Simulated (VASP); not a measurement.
# Li2O (Fm-3m) in VASP: notebook, part 2 of 2

VASP 6.6.1.

## 4. Single point, PBEsol+D3(BJ)

INCAR

```
SYSTEM = Li2O
ALGO = Normal
EDIFF = 1E-6
ENCUT = 750
GGA = PS
GGA_COMPAT = .FALSE.
ISIF = 2
ISMEAR = -1
IVDW = 12
LASPH = .TRUE.
LCHARG = .TRUE.
LELF = .TRUE.
LREAL = .FALSE.
LVHAR = .TRUE.
LWAVE = .FALSE.
NBANDS = 13
NELM = 120
PREC = Accurate
SIGMA = 0.0178
```

KPOINTS

```
k-points
0
G
  7 7 7
  0 0 0
```

POSCAR

```
Li2O
1.0
    0.0000000000      2.3093130000      2.3093130000
    2.3093130000      0.0000000000      2.3093130000
    2.3093130000      2.3093130000      0.0000000000
O Li
1 2
Direct
    0.0000000000      0.0000000000      0.0000000000
    0.2500000000      0.2500000000      0.2500000000
    0.7500000000      0.7500000000      0.7500000000
```

Potentials or basis: VASP PAW PBE potentials, release 64 (O, Li_sv).

Started as:

```console
$ cat potpaw_PBE.64/O/POTCAR potpaw_PBE.64/Li_sv/POTCAR > POTCAR
$ mpirun -np 1 vasp_std > vasp.out
```

OUTCAR:

```text
SYSTEM = Li2O
   EDIFF = 1E-6
   ENCUT = 750
   GGA = PS
   ISIF = 2
   ISMEAR = -1
   IVDW = 12
   LASPH = .TRUE.
   LREAL = .FALSE.
   NELM = 120
   PREC = Accurate
 IVDW          = 12

 ion  position               nearest neighbor table
   1  0.000  0.000  0.000-   2 2.00   3 2.00   3 2.00   3 2.00   3 2.00   2 2.00   2 2.00   2 2.00

   2  0.250  0.250  0.250-   1 2.00   1 2.00   1 2.00   1 2.00   3 2.31   3 2.31   3 2.31   3 2.31
                             3 2.31   3 2.31
   3  0.750  0.750  0.750-   1 2.00   1 2.00   1 2.00   1 2.00   2 2.31   2 2.31   2 2.31   2 2.31
                             2 2.31   2 2.31
[... 515 lines left out ...]
  Direction    XX          YY          ZZ          XY          YZ          ZX
  --------------------------------------------------------------------------------------
  -------------------------------------------------------------------------------------
  Total      -0.96999    -0.96999    -0.96999    -0.00000    -0.00000     0.00000
  in kB     -63.09576   -63.09576   -63.09576    -0.00000    -0.00000     0.00000
  external pressure =      -63.10 kB  Pullay stress =        0.00 kB

 VOLUME and BASIS-vectors are now :
 -----------------------------------------------------------------------------
  energy-cutoff  :      750.00
  volume of cell :       24.63
      direct lattice vectors                 reciprocal lattice vectors
     0.000000000  2.309313000  2.309313000    -0.216514608  0.216514608  0.216514608
     2.309313000  0.000000000  2.309313000     0.216514608 -0.216514608  0.216514608
     2.309313000  2.309313000  0.000000000     0.216514608  0.216514608 -0.216514608

 POSITION                                       TOTAL-FORCE (eV/Angst)
 -----------------------------------------------------------------------------------
      0.00000      0.00000      0.00000         0.000000      0.000000      0.000000
      1.15466      1.15466      1.15466         0.000000      0.000000     -0.000000
      3.46397      3.46397      3.46397        -0.000000     -0.000000     -0.000000
 -----------------------------------------------------------------------------------
    total drift:                                0.000000     -0.000000      0.000000

  FREE ENERGIE OF THE ION-ELECTRON SYSTEM (eV)
  ---------------------------------------------------
  free  energy   TOTEN  =       -15.4165427170 eV

  energy  without entropy=      -15.4165427170  energy(sigma->0) =      -15.41654272
```

OSZICAR:

```text
N       E                     dE             d eps       ncg     rms          rms(c)
DAV:   1     0.586377206927E+02    0.58638E+02   -0.69061E+03   520   0.127E+03
DAV:   2    -0.107788091680E+02   -0.69417E+02   -0.66216E+02   643   0.271E+02
DAV:   3    -0.163011347800E+02   -0.55223E+01   -0.54748E+01   932   0.563E+01
DAV:   4    -0.163650204872E+02   -0.63886E-01   -0.63860E-01   591   0.743E+00
DAV:   5    -0.163662130901E+02   -0.11926E-02   -0.11926E-02   749   0.624E-01    0.699E+00
DAV:   6    -0.148130427178E+02    0.15532E+01   -0.74070E+00   565   0.143E+01    0.280E+00
DAV:   7    -0.147685092621E+02    0.44533E-01   -0.18638E-01   653   0.302E+00    0.147E+00
DAV:   8    -0.147561113418E+02    0.12398E-01   -0.69781E-02   545   0.253E+00    0.410E-01
DAV:   9    -0.147543341422E+02    0.17772E-02   -0.59141E-03   699   0.648E-01    0.118E-01
DAV:  10    -0.147545932221E+02   -0.25908E-03   -0.52936E-04   585   0.199E-01    0.461E-02
DAV:  11    -0.147545723504E+02    0.20872E-04   -0.47378E-05   658   0.739E-02    0.112E-02
DAV:  12    -0.147545727800E+02   -0.42959E-06   -0.52362E-06   703   0.254E-02
   1 F= -.15416543E+02 E0= -.15416543E+02  d E =-.219054E-13
```

stdout:

```text
POSCAR found type information on POSCAR O Li
 POSCAR found :  2 types and       3 ions
 scaLAPACK will be used
 -----------------------------------------------------------------------------
|                                                                             |
|                                                                             |
|     You enforced a specific xc type in the INCAR file but a different       |
|     I HOPE YOU KNOW WHAT YOU ARE DOING!                                     |
|                                                                             |
 -----------------------------------------------------------------------------

 LDA part: xc-table for (Slater+PW92), standard interpolation
 POSCAR, INCAR and KPOINTS ok, starting setup
 FFT: planning ... GRIDC
 FFT: planning ... GRID_SOFT
 FFT: planning ... GRID
 WAVECAR not read
 entering main loop
```

Wall time 13 s (1 thread of Intel Xeon 6975P-C (Granite Rapids), shared host); peak memory 0.17 GiB.

Results:

| Quantity | Value |
| --- | --- |
| Free energy | -15.4165 eV |
| Pressure | -6.3 GPa |
| Band gap on the k mesh | 4.99 eV, indirect (least direct gap 5.16 eV) |
| Dispersion energy per atom | -0.221 eV |

Levels at points of the mesh, in eV from the valence-band top:
| k point | band 4 | band 5 | band 6 | band 7 | band 8 | band 9 |
| --- | --- | --- | --- | --- | --- | --- |
| (0.00, 0.00, 0.00) | 0.00 | 0.00 | 0.00 | 5.16 | 11.81 | 11.81 |

Caveat: three body term missing; the PAW data sets were made with another functional, which shifts forces and pressure a little. A k mesh can miss the band edges.
